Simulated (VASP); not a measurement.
Wanted: the native input for a VASP 6.6.1 run.

* Task: single point
* Functional: PBE
* Potentials or basis: VASP PAW PBE potentials, release 64 (Na_pv, Tl_d, Cl)
* Cutoff: 520 eV
* k mesh: 9 × 9 × 8
* Occupations: gaussian, width 0.1 eV
* Spin: no spin polarisation
* Dipole correction: no
* Further INCAR settings: ALGO = Normal; EDIFF = 1e-06; NBANDS = 36

The structure of Na3Tl2Cl lies in POSCAR:

```
Na3Tl2Cl
1.0
    6.4627395336      0.0000000000      0.0000000000
   -3.2313697668      5.5968966142      0.0000000000
    0.0000000000      0.0000000000      5.4277330337
Na Tl Cl
3 2 1
Direct
    0.5000000000      0.0000000000      0.5000000000
    0.0000000000      0.5000000000      0.5000000000
    0.5000000000      0.5000000000      0.5000000000
    0.3333333333      0.6666666667      0.0000000000
    0.6666666667      0.3333333333      0.0000000000
    0.0000000000      0.0000000000      0.0000000000
```

One way to write it, as run:

INCAR

```
  PREC = Accurate
  ENCUT = 520
  EDIFF = 1E-6
  ISMEAR = 0
  SIGMA = 0.1
  LREAL = F
  LASPH = T
  NELM = 100
  ALGO = Normal
  ISIF = 2
  LWAVE = F
  LCHARG = F
  GGA = PE
  NBANDS = 36
```

KPOINTS

```
Automatic mesh
0
Gamma
  9 9 8
```

Potentials or basis: VASP PAW PBE potentials, release 64 (Na_pv, Tl_d, Cl).

Command:

```console
$ cat potpaw_PBE.64/Na_pv/POTCAR potpaw_PBE.64/Tl_d/POTCAR potpaw_PBE.64/Cl/POTCAR > POTCAR
$ mpirun -np 1 vasp_std > vasp.out
```

It gave:

```yaml
Pressure: 0.0 GPa
Band_gap_on_the_k_mesh: zero (band 27 reaches 2.83 eV, above the bottom of band 28 at 1.36 eV)
```

Caveat: spin-orbit coupling is left out, which moves the levels of the heavy elements.

It took 5.7 min on 1 thread of Intel(R) Xeon(R) Platinum 8259CL CPU @ 2.50GHz (Skylake/Cascade Lake), on a shared host, peak memory 0.52 GiB.
